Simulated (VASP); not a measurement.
Runs of VASP 6.6.1 on Pt. The structure is that of space group P6_3/mmc (No. 194), or close to it. The cells are those of the table. This isn't the form of Pt at room conditions, which is fcc.

```csv
cell,k mesh,gap on the mesh (eV),pressure (GPa),moment (μB)
"a = 2.783, b = 2.783, c = 9.357 Å, angles 90.0, 90.0, 120.0°, 4 atoms",13 × 13 × 4,none,-0.5,0.00
"a = 2.746, b = 2.746, c = 9.230 Å, angles 90.0, 90.0, 120.0°, 4 atoms",15 × 15 × 4,none,10.7,0.00
"a = 2.707, b = 2.707, c = 9.100 Å, angles 90.0, 90.0, 120.0°, 4 atoms",15 × 15 × 4,none,25.1,0.00
"a = 2.667, b = 2.667, c = 8.967 Å, angles 90.0, 90.0, 120.0°, 4 atoms",15 × 15 × 4,none,(a),0.00
"a = 2.783, b = 2.783, c = 9.357 Å, angles 90.0, 90.0, 120.0°, 4 atoms",17 × 17 × 5,none,-0.5,0.00
```

Alike in all rows: task single point; level PBE; potentials or basis VASP PAW PBE potentials, release 64 (Pt); spin collinear; cutoff (eV) 520; smearing fermi-dirac 0.05 eV.

Task: Fill in the values left out.

Result: (a) 43.8.

Caveats: spin-orbit coupling is left out, which moves the levels of the heavy elements; the cell stands under pressure (at least some runs).

A k mesh can miss the band edges, and the runs leave out spin-orbit coupling on Pt.

A gap of «none» marks levels without a gap at the run's occupations.
